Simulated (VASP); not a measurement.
Write the native input for VASP 6.6.1 that does the following.

* Task: single point
* Functional: PBE
* Potentials or basis: VASP PAW PBE potentials, release 64 (Ni, Ge_d)
* Cutoff: 520 eV
* k mesh: 16 × 16 × 6
* Occupations: gaussian, width 0.1 eV
* Spin: collinear spin, antiferromagnetic start
* Starting moments: [1.0, -1.0, 0.0, 0.0] μB
* Dipole correction: no
* Further INCAR settings: ALGO = Normal; EDIFF = 1e-06; NBANDS = 36

The structure of NiGe lies in POSCAR:

```
NiGe
1.0
    2.9769169320      0.0000000000      0.0000000000
    0.0000000000      2.9769169320      0.0000000000
    0.0000000000      0.0000000000      5.9524121571
Ni Ge
2 2
Direct
    0.0000000000      0.0000000000      0.0000000000
    0.0000000000      0.0000000000      0.5000000000
    0.5000000000      0.5000000000      0.2500000000
    0.5000000000      0.5000000000      0.7500000000
```

The input as run:

INCAR

```
SYSTEM = NiGe
PREC = Accurate
ENCUT = 520
EDIFF = 1E-6
ISMEAR = 0
SIGMA = 0.1
LREAL = .FALSE.
LASPH = .TRUE.
NELM = 150
ALGO = Normal
ISIF = 2
LWAVE = .FALSE.
LCHARG = .FALSE.
ISPIN = 2
MAGMOM = 1 -1 0 0
LORBIT = 11
LMAXMIX = 4
GGA = PE
NBANDS = 36
KPAR = 2
```

KPOINTS

```
regular mesh
0
G
  16 16 6
  0 0 0
```

Potentials or basis: VASP PAW PBE potentials, release 64 (Ni, Ge_d).

The run is started by

```bash
$ cat potpaw_PBE.64/Ni/POTCAR potpaw_PBE.64/Ge_d/POTCAR > POTCAR
$ mpirun -np 2 vasp_std > vasp.out
```

Results of the run:

```json
{
 "Pressure": "0.1 GPa",
 "Band gap on the k mesh": "zero (filled and empty bands overlap)",
 "Net moment": "0.00 μB per cell",
 "Valence electrons inside the program's atomic spheres": "Ni 9.29; Ge 12.34"
}
```

Caveat: the moments typed at the start vanished in this run.

Wall time 2.4 min on 2 MPI ranks on Intel(R) Xeon(R) Platinum 8488C (Sapphire Rapids) (shared host), peak memory 0.55 GiB a rank.
